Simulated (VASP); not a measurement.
# AlCo (AlCo (110), 1 layers): single point with PBE

Slab: AlCo (AlCo (110), 1 layers), a slab with vacuum.

```xyz
2
Lattice="2.8528 0.0000 0.0000 0.0000 4.0345 0.0000 0.0000 0.0000 16.0000" Properties=species:S:1:pos:R:3 pbc="T T T"
Co    2.1396    1.0086    8.0000
Al    0.7132    3.0259    8.0000
```

```yaml
Program: VASP 6.6.1
Task: single point
Functional: PBE
Potentials_or_basis: VASP PAW PBE potentials, release 64 (Co, Al)
Cutoff: 520 eV
k_mesh: 13 × 9 × 1
Occupations: fermi-dirac, width 0.1 eV
Spin: no spin polarisation
```

* Band gap on the k mesh: zero (band 6 reaches -2.91 eV, above the bottom of band 7 at -3.11 eV)

Levels at points of the mesh, in eV from the Fermi level:
```
           k point  band 3  band 4  band 5  band 6  band 7  band 8  band 9  band 10
(0.00, 0.00, 0.00)   -0.48   -0.46   -0.41   -0.35    0.07    1.41    4.15     4.96
```

It took 87 s on 1 thread of Intel(R) Xeon(R) Platinum 8259CL CPU @ 2.50GHz (Skylake/Cascade Lake) (shared host), peak memory 0.3 GiB.

Spin polarisation is off, so any magnetic state and its effect on volume and gap are missing.
